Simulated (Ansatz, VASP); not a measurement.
## TiTl2I6O18 in VASP and in Ansatz

```
Ti Tl I O
1.0
     5.70835    3.29572    3.79843
    -5.70835    3.29572    3.79843
     0.00000   -6.59143    3.79843
Ti Tl I O
1 2 6 18
Direct
  0.50000 0.50000 0.50000
  0.83104 0.83104 0.83104
  0.16896 0.16896 0.16896
  0.70492 0.12398 0.33982
  0.33982 0.70492 0.12398
  0.12398 0.33982 0.70492
  0.29508 0.87602 0.66018
  0.66018 0.29508 0.87602
  0.87602 0.66018 0.29508
  0.54825 0.29821 0.33577
  0.33577 0.54825 0.29821
  0.29821 0.33577 0.54825
  0.45175 0.70179 0.66423
  0.66423 0.45175 0.70179
  0.70179 0.66423 0.45175
  0.90772 0.29162 0.39289
  0.39289 0.90772 0.29162
  0.29162 0.39289 0.90772
  0.09228 0.70838 0.60711
  0.60711 0.09228 0.70838
  0.70838 0.60711 0.09228
  0.68598 0.07984 0.09621
  0.09621 0.68598 0.07984
  0.07984 0.09621 0.68598
  0.31402 0.92016 0.90379
  0.90379 0.31402 0.92016
  0.92016 0.90379 0.31402
```

Alike in both runs: functional PBE; k mesh 3 × 3 × 3; occupations fermi-dirac, width 0.02 eV; no spin polarisation.

Ansatz relaxed the structure, and its values are those at the end. VASP's run is a single point on that final structure, the one shown.

|  | VASP | Ansatz |
| --- | --- | --- |
| version | VASP 6.6.1 | Ansatz 0.2.0 |
| potentials or method | VASP PAW PBE potentials, release 64 (Ti_sv, Tl_d, I, O) | plane-wave PAW, scalar-relativistic |
| plane-wave cutoff (eV) | 520 | 420 |
| valence electrons in the cell | 188 | 248 |

|  | VASP | Ansatz | Ansatz less VASP |
| --- | --- | --- | --- |
| gap on the k mesh at the Fermi level (eV) | 2.59 | 2.60 | +0.018 |
| pressure (GPa) | 2.0 | 2.4 | +0.38 |
| rms of the force components (eV/Å) | 0.032 | 0.005 | -0.0271 |

VASP's potentials hold 188 valence electrons a cell and Ansatz's 248, so a difference there can come from the potentials and not from the codes. Ansatz's warnings: stress scf threshold loose.

Spin-orbit coupling is off throughout.
